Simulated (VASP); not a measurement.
Sb: single point with LDA

The system is Sb.

```
Sb
1.0
     2.14872    1.24056    3.65598
    -2.14872    1.24056    3.65598
     0.00000   -2.48113    3.65598
Sb
2
Direct
  0.76464 0.76464 0.76464
  0.23536 0.23536 0.23536
```

```
Program             : VASP 6.6.1
Task                : single point
Functional          : LDA
Potentials or basis : VASP PAW LDA potentials, release 64 (Sb)
Cutoff              : 520 eV
k mesh              : 8 × 8 × 8
Occupations         : fermi-dirac, width 0.05 eV
Spin                : no spin polarisation
```

The pressure is 0.3 GPa. The largest force is 0.072 eV/Å and the band gap on the k mesh is zero (band 5 reaches 7.57 eV, above the bottom of band 6 at 7.33 eV).

Forces in eV/Å, atoms in the order of the input:
```
Sb   0.000  0.000 -0.072
Sb   0.000  0.000  0.072
```

Stress tensor (GPa, compression positive):
```
0.31 0.00 0.00
0.00 0.31 0.00
0.00 0.00 0.24
```

Levels at points of the mesh, in eV from the Fermi level:
| k point | band 1 | band 2 | band 3 | band 4 | band 5 | band 6 | band 7 | band 8 | band 9 | band 10 |
| --- | --- | --- | --- | --- | --- | --- | --- | --- | --- | --- |
| (0.00, 0.00, 0.00) | -12.94 | -4.70 | -2.00 | -1.90 | -1.90 | 2.26 | 2.79 | 2.79 | 4.92 | 4.92 |
| (0.50, 0.00, 0.00) | -10.49 | -9.84 | -1.86 | -1.65 | -0.32 | -0.21 | 0.22 | 0.30 | 7.82 | 8.51 |
| (0.50, 0.50, 0.00) | -10.48 | -8.00 | -5.67 | -3.85 | -3.84 | 1.51 | 5.10 | 5.52 | 7.19 | 8.66 |
| (0.50, 0.50, 0.50) | -11.19 | -9.23 | -1.34 | -1.34 | -0.54 | -0.07 | -0.07 | 0.96 | 7.24 | 8.72 |

Run time: 38 s on 1 thread of Intel(R) Xeon(R) Platinum 8375C CPU @ 2.90GHz (Ice Lake), on a shared host, peak memory 0.18 GiB.

Caveat: spin-orbit coupling is left out, which moves the levels of the heavy elements.
